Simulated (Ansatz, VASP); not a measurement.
## One calculation of Zn, two programs

```xyz
2
Lattice="2.7254 0.0000 0.0000 -1.3627 2.3603 0.0000 0.0000 0.0000 4.7624" Properties=species:S:1:pos:R:3 pbc="T T T"
Zn    0.0000    1.5735    1.1906
Zn    1.3627    0.7868    3.5718
```

Alike in both runs: task single point; functional PBE; k mesh 15 × 15 × 8; occupations gaussian, width 0.1 eV; no spin polarisation.

|  | VASP | Ansatz |
| --- | --- | --- |
| version | VASP 6.6.1 | Ansatz 0.2.0 |
| potentials or method | VASP PAW PBE potentials, release 64 (Zn), cutoff 520 eV | scalar-relativistic, plane waves, PAW |
| valence electrons in the cell | 24 | 24 |

VASP gave:

| Item | Value |
| --- | --- |
| gap on the k mesh at the Fermi level (eV) | none |
| pressure (GPa) | -1.2 |
| traceless stress, the component that is largest in VASP (GPa) | 1.73 |

Task: Which values does Ansatz return?

Result: gap on the k mesh at the Fermi level (eV): none; pressure (GPa): -1.5; traceless stress, the component that is largest in VASP (GPa): 1.82.

A gap of «none» marks a metal or a gap that the smearing closes.
